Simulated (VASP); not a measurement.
Runs of VASP 6.6.1 on Sc2Al. The structure is that of space group P6_3/mmc (No. 194), or close to it. The cells are those of the table. 

| cell | further INCAR settings | gap on the mesh (eV) | pressure (GPa) |
| --- | --- | --- | --- |
| a = 4.730, b = 4.730, c = 5.933 Å, angles 90.0, 90.0, 120.0°, 6 atoms | ALGO = Fast; EDIFF = 1e-06; NBANDS = 34 | none | 6.6 |
| a = 4.851, b = 4.851, c = 5.781 Å, angles 90.0, 90.0, 120.0°, 6 atoms | ALGO = Fast; EDIFF = 1e-07; NBANDS = 34 | none | 4.1 |
| a = 4.608, b = 4.608, c = 6.238 Å, angles 90.0, 90.0, 120.0°, 6 atoms | ALGO = Fast; EDIFF = 1e-06; NBANDS = 34 | none | 7.8 |
| a = 4.608, b = 4.608, c = 6.390 Å, angles 90.0, 90.0, 120.0°, 6 atoms | ALGO = Fast; EDIFF = 1e-06; NBANDS = 34 | none | (a) |

Alike in all rows: task single point; level PBEsol; potentials or basis VASP PAW PBE potentials, release 64 (Sc_sv, Al); no spin polarisation; k mesh 12 × 12 × 8; cutoff (eV) 520; smearing gaussian 0.15 eV.

**Question.** Fill in the values left out.

**Answer.** (a) 5.8.

Caveats: the PAW data sets were made with another functional, which shifts forces and pressure a little; the cell stands under pressure (at least some runs); the stress differs along the axes, from 2 to 9 GPa (at least some runs); the stress differs along the axes, from 0 to 12 GPa (at least some runs); the stress differs along the axes, from -3 to 10 GPa (at least some runs).

A gap of «none» marks levels without a gap at the run's occupations.
